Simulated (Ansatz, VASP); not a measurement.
# LaFeGe: VASP beside Ansatz

```
CELL_PARAMETERS angstrom
4.23181 0.00000 0.00000
-2.11590 3.66485 0.00000
0.00000 0.00000 4.28578
ATOMIC_POSITIONS crystal
La 0.00000 0.00000 0.00000
Ge 0.66667 0.33333 0.50000
Fe 0.33333 0.66667 0.50000
```

Alike in both runs: task single point; functional PBE; k mesh 6 × 6 × 5; occupations fermi-dirac, width 0.05 eV; collinear spin; fixed moment 6 μB.

|  | VASP | Ansatz |
| --- | --- | --- |
| version | VASP 6.6.1 | Ansatz 0.2.0 |
| potentials or method | VASP PAW PBE potentials, release 64 (La, Ge_d, Fe) | Ansatz PAW |
| plane-wave cutoff (eV) | 520 | 420 |
| valence electrons in the cell | 33 | 41 |

VASP gave:

* pressure (GPa): 7.7
* traceless stress, the component that is largest in VASP (GPa): -0.14
* net moment per atom (μB): 2.00
* size of the moment on the site where the two differ most (μB): 3.56

**Question.** What did Ansatz give for the same quantities?

**Answer.** Pressure (GPa): 7.8; traceless stress, the component that is largest in VASP (GPa): -0.09; net moment per atom (μB): 2.00; size of the moment on the site where the two differ most (μB): 3.39.

Site moments also hang on the region over which each program counts them. VASP's potentials hold 33 valence electrons a cell and Ansatz's 41, so a difference there can come from the potentials and not from the codes.

Neither program's run includes spin-orbit coupling.
